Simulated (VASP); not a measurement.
# MoS2 (R-3m) in VASP: further runs, part 2 of 2

VASP 6.6.1.

## (3) Single point, r2SCAN+U, collinear spin

The input, POSCAR:

```
MoS2
1.0
    1.5855002900      0.9153890200      6.1149982500
   -1.5855002900      0.9153890200      6.1149982500
    0.0000000000     -1.8307780400      6.1149982500
Mo S
1 2
Direct
    0.0000000000      0.0000000000      0.0000000000
    0.7500000000      0.7500000000      0.7500000000
    0.2500000000      0.2500000000      0.2500000000
```

The input, INCAR.step1:

```
SYSTEM = MoS2
PREC = Accurate
ENCUT = 520
ISMEAR = 0
SIGMA = 0.05
LREAL = .False.
LASPH = .True.
NELM = 150
ISPIN = 2
MAGMOM = -0.23 0.07 0.07
LMAXMIX = 4
LDAU = .True.
LDAUTYPE = 2
LDAUL = 2 -1
LDAUU = 4 0
LDAUJ = 0 0
NBANDS = 24
GGA = PE
ALGO = Normal
EDIFF = 1E-4
LWAVE = .True.
LCHARG = .False.
```

The input, INCAR.step2:

```
SYSTEM = MoS2
PREC = Accurate
ENCUT = 520
EDIFF = 1E-7
ISMEAR = 0
SIGMA = 0.05
LREAL = .False.
LASPH = .True.
NELM = 150
ALGO = Normal
ISIF = 2
LWAVE = .False.
LCHARG = .True.
ISPIN = 2
MAGMOM = -0.23 0.07 0.07
LORBIT = 11
LMAXMIX = 4
LDAU = .True.
LDAUTYPE = 2
LDAUL = 2 -1
LDAUU = 4 0
LDAUJ = 0 0
LDAUPRINT = 1
METAGGA = R2SCAN
LMIXTAU = .True.
LELF = .True.
LVHAR = .True.
NBANDS = 24
ISTART = 1
```

The input, KPOINTS:

```
Automatic mesh
0
Gamma
  7 7 7
  0 0 0
```

Potentials or basis: VASP PAW PBE potentials, release 64 (Mo_sv, S).

Launch:

```sh
> cat potpaw_PBE.64/Mo_sv/POTCAR potpaw_PBE.64/S/POTCAR > POTCAR
> cp INCAR.step1 INCAR
> mpirun -np 1 vasp_std > vasp.out
> cp INCAR.step2 INCAR
> mpirun -np 1 vasp_std > vasp.out
```

OUTCAR:

```text
SYSTEM = MoS2
   PREC = Accurate
   ENCUT = 520
   EDIFF = 1E-7
   ISMEAR = 0
   LREAL = .False.
   LASPH = .True.
   NELM = 150
   ISIF = 2
   ISPIN = 2
   LORBIT = 11
   METAGGA = R2SCAN
   ISTART = 1

 ion  position               nearest neighbor table
   1  0.000  0.000  0.000-   2 2.39   2 2.39   3 2.39   3 2.39   2 2.39   3 2.39
   2  0.750  0.750  0.750-   1 2.39   1 2.39   1 2.39
   3  0.250  0.250  0.250-   1 2.39   1 2.39   1 2.39

  LATTYP: Found a trigonal (rhomboedric) cell.
 ALAT       =     6.3831772516
 COS(alpha) =     0.8766074785

  Lattice vectors:

 A1 = (   1.5855002900,   0.9153890200,   6.1149982500)
 A2 = (  -1.5855002900,   0.9153890200,   6.1149982500)
 A3 = (   0.0000000000,  -1.8307780400,   6.1149982500)

Analysis of symmetry for initial positions (statically):
=====================================================================
 Subroutine PRICEL returns:
 Original cell was already a primitive cell.

 Routine SETGRP: Setting up the symmetry group for a
 trigonal (rhombohedral) supercell.

 Subroutine GETGRP returns: Found 12 space group operations
 (whereof 12 operations were pure point group operations)
 out of a pool of 12 trial point group operations.

The static configuration has the point symmetry D_3d.

Analysis of symmetry for dynamics (positions and initial velocities):
=====================================================================
 Subroutine PRICEL returns:
 Original cell was already a primitive cell.

 Routine SETGRP: Setting up the symmetry group for a
 trigonal (rhombohedral) supercell.

 Subroutine GETGRP returns: Found 12 space group operations
 (whereof 12 operations were pure point group operations)
 out of a pool of 12 trial point group operations.

The dynamic configuration has the point symmetry D_3d.

Analysis of structural, dynamic, and magnetic symmetry:
[... 186 lines left out ...]
  o =  0.4939  v =  0.0000  0.0000  0.0000  0.0000  0.0000  0.0000  0.8666 -0.0000 -0.0000 -0.4990      0.0000  0.0000  0.0000  0.0000  0.0000  0.0000  0.0000  0.0000  0.0000  0.0000

 number of electron      25.9999998 magnetization      -0.1629251

 Free energy of the ion-electron system (eV)
  ---------------------------------------------------
  ext. energy  EPLUGINS =         0.00000000
  ---------------------------------------------------
  free energy    TOTEN  =       -39.36419406 eV

  energy without entropy =      -39.36284603  energy(sigma->0) =      -39.36352005

 E-fermi :   7.8898     XC(G=0): -11.5039

 val. band max:        7.8543326283   @ k =   0.2857   0.2857   0.2857
 cond. band min:       7.8957926094   @ k =   0.1429   0.0000   0.0000
 fundamental gap:      0.0414599811
 Fermi energy:         7.8898228839

 spin component 1

 k-point     1 :       0.0000    0.0000    0.0000
  band No.  band energies     occupation
      1     -56.3229      1.00000
      2     -29.7414      1.00000
      3     -29.5094      1.00000
      4     -29.5094      1.00000
      5      -8.1988      1.00000
      6      -6.4727      1.00000
[... 1289 lines left out ...]
     23      19.1968      0.00000
     24      20.4976      0.00000

 [... further k-points ...]

------------------------ aborting loop because EDIFF is reached ----------------------------------------

  FORCE on cell =-STRESS in cart. coord.  units (eV):
  Direction    XX          YY          ZZ          XY          YZ          ZX
  --------------------------------------------------------------------------------------
  -------------------------------------------------------------------------------------
  Total        3.4376019      3.4376019      3.4936165      0.0000000      0.0000000      0.0000000
  in kB      103.4300052    103.4300054    105.1153633      0.0000000      0.0000000      0.0000000
  external PRESSURE =     103.9917913 kB  Pullay stress =       0.0000000 kB

 VOLUME and BASIS-vectors are now :
 -----------------------------------------------------------------------------
  energy-cutoff  :      520.00
  volume of cell :       53.25
      direct lattice vectors                 reciprocal lattice vectors
     1.585500290  0.915389020  6.114998250     0.315357874  0.182071953  0.054510781
    -1.585500290  0.915389020  6.114998250    -0.315357874  0.182071953  0.054510781
     0.000000000 -1.830778040  6.114998250     0.000000000 -0.364143906  0.054510781

 POSITION                                       TOTAL-FORCE (eV/Angst)
 -----------------------------------------------------------------------------------
      0.00000      0.00000      0.00000         0.000000      0.000000     -0.000000
      0.00000      0.00000     13.75875         0.000000      0.000000      1.048248
      0.00000      0.00000      4.58625         0.000000     -0.000000     -1.048248
 -----------------------------------------------------------------------------------
    total drift:                               -0.000000     -0.000000      0.000000

  FREE ENERGIE OF THE ION-ELECTRON SYSTEM (eV)
  ---------------------------------------------------
  free  energy   TOTEN  =       -39.3641940609 eV

  energy  without entropy=      -39.3628460315  energy(sigma->0) =      -39.36352005

 total charge

# of ion       s       p       d       tot
------------------------------------------
    1        2.304   6.243   3.831  12.378
    2        1.358   2.386   0.000   3.744
    3        1.358   2.386   0.000   3.744
--------------------------------------------------
tot          5.020  11.016   3.831  19.866

 magnetization (x)

# of ion       s       p       d       tot
------------------------------------------
    1       -0.003  -0.000  -0.163  -0.166
    2       -0.000   0.008   0.000   0.008
    3       -0.000   0.008   0.000   0.008
--------------------------------------------------
tot         -0.003   0.016  -0.163  -0.151
```

OSZICAR.step1:

```text
N       E                     dE             d eps       ncg     rms          rms(c)
DAV:   1     0.182258854005E+03    0.18226E+03   -0.12820E+04  4224   0.100E+03
DAV:   2    -0.113071565750E+02   -0.19357E+03   -0.18642E+03  5168   0.278E+02
DAV:   3    -0.179522208849E+02   -0.66451E+01   -0.65967E+01  5424   0.488E+01
DAV:   4    -0.180158171917E+02   -0.63596E-01   -0.63586E-01  4744   0.518E+00
DAV:   5    -0.180168020690E+02   -0.98488E-03   -0.98485E-03  5544   0.635E-01    0.253E+01
DAV:   6    -0.165936459124E+02    0.14232E+01   -0.12581E+01  4480   0.186E+01    0.980E+00
DAV:   7    -0.162867565402E+02    0.30689E+00   -0.43381E+00  4296   0.103E+01    0.639E+00
DAV:   8    -0.161644526360E+02    0.12230E+00   -0.67673E-01  5080   0.407E+00    0.187E+00
DAV:   9    -0.161661846466E+02   -0.17320E-02   -0.23761E-02  5056   0.922E-01    0.524E-01
DAV:  10    -0.161659284345E+02    0.25621E-03   -0.61705E-03  5152   0.433E-01    0.148E-01
DAV:  11    -0.161661707280E+02   -0.24229E-03   -0.69420E-04  5120   0.120E-01    0.890E-02
DAV:  12    -0.161663193870E+02   -0.14866E-03   -0.53884E-04  3296   0.843E-02    0.506E-02
DAV:  13    -0.161665131087E+02   -0.19372E-03   -0.91142E-04  4008   0.894E-02    0.377E-02
DAV:  14    -0.161666298498E+02   -0.11674E-03   -0.65211E-04  3096   0.749E-02    0.322E-02
DAV:  15    -0.161667512957E+02   -0.12145E-03   -0.10509E-03  4056   0.878E-02    0.269E-02
DAV:  16    -0.161668401265E+02   -0.88831E-04   -0.75955E-04  3056   0.773E-02
   1 F= -.16166840E+02 E0= -.16165651E+02  d E =-.237919E-02  mag=    -0.1439
```

Wall time 24 min (1 thread of AMD EPYC 9R45 (Zen 5), shared host); peak memory 0.47 GiB.

What came out:

```
Free energy                                           : -39.3642 eV
Pressure                                              : 10.4 GPa
Largest force                                         : 1.048 eV/Å
Net moment                                            : -0.16 μB per cell
Site moments                                          : Mo -0.17; S +0.01 μB
Valence electrons inside the program's atomic spheres : Mo 12.38; S 3.74
```

Forces in eV/Å, atoms in the order of the input:
```
Mo   0.000  0.000  0.000
S    0.000  0.000  1.048
S    0.000  0.000 -1.048
```

Eigenvalues of the final occupation matrices:
| site | spin | trace | eigenvalues |
| --- | --- | --- | --- |
| site 1 d | 1 | 1.86 | 0.30 0.30 0.40 0.40 0.45 |
| site 1 d | 2 | 2.02 | 0.30 0.37 0.37 0.49 0.49 |

Caveat: the cell stands under pressure; a moment this small can come from the mesh or the smearing; the PAW data sets were made with another functional, which shifts forces and pressure a little.
